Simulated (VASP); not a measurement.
# SiO2: single point with LDA

SiO2:

```
Si O
1.0
     4.86455    0.00000    0.00000
    -2.43228    4.21283    0.00000
     0.00000    0.00000    8.59413
Si O
4 8
Direct
  0.66667 0.33333 0.93582
  0.66667 0.33333 0.56418
  0.33333 0.66667 0.06418
  0.33333 0.66667 0.43582
  0.00000 0.38658 0.00000
  0.38658 0.38658 0.50000
  0.61342 0.00000 0.50000
  0.61342 0.61342 0.00000
  0.00000 0.61342 0.50000
  0.66667 0.33333 0.75000
  0.33333 0.66667 0.25000
  0.38658 0.00000 0.00000
```

This cell differs from its parent crystal: biaxial strain in the a-b plane: -3.0 %, then relaxed in part.

```yaml
Program: VASP 6.6.1
Task: single point
Functional: LDA
Potentials_or_basis: VASP PAW LDA potentials, release 64 (Si, O)
Cutoff: 520 eV
k_mesh: 6 × 6 × 4
Occupations: gaussian, width 0.02 eV
Spin: no spin polarisation
Dipole_correction: no
Further_INCAR_settings: ALGO = Normal; EDIFF = 1e-06; NBANDS = 44
```

The pressure is 1.7 GPa and the largest force is 0.034 eV/Å. The band gap on the k mesh is 5.46 eV (least direct gap 5.56 eV).

Forces on the atoms (eV/Å):
```
Si   0.000  0.000 -0.028
Si   0.000  0.000  0.028
Si   0.000  0.000  0.028
Si   0.000  0.000 -0.028
O    0.017 -0.030  0.000
O   -0.017 -0.030  0.000
O    0.034  0.000  0.000
O    0.017  0.030  0.000
O   -0.017  0.030  0.000
O    0.000  0.000  0.000
O    0.000  0.000  0.000
O   -0.034  0.000  0.000
```

Stress tensor (GPa, compression positive):
```
2.29 0.00 0.00
0.00 2.29 0.00
0.00 0.00 0.53
```

Levels at points of the mesh, in eV from the valence-band top:
```
           k point  band 28  band 29  band 30  band 31  band 32  band 33  band 34  band 35  band 36  band 37
(0.00, 0.00, 0.00)    -1.27    -0.73    -0.73    -0.10    -0.10     5.46     7.94     8.09     9.06     9.49
(0.50, 0.00, 0.00)    -1.32    -0.93    -0.75    -0.64    -0.09     7.82     8.39     8.62     8.97     9.03
(0.00, 0.00, 0.50)    -1.31    -0.65    -0.65    -0.14    -0.14     6.29     6.29     9.03     9.03     9.65
(0.50, 0.00, 0.50)    -1.15    -0.76    -0.76    -0.41    -0.41     8.22     8.22     8.59     8.59     9.13
```

It took 3.4 min on 1 thread of Intel Xeon 8259CL, with other jobs on the host, peak memory 0.28 GiB.

Caveat: the cell differs from its parent crystal (biaxial strain in the a-b plane: -3.0 %, then relaxed in part). A k mesh can miss the band edges.
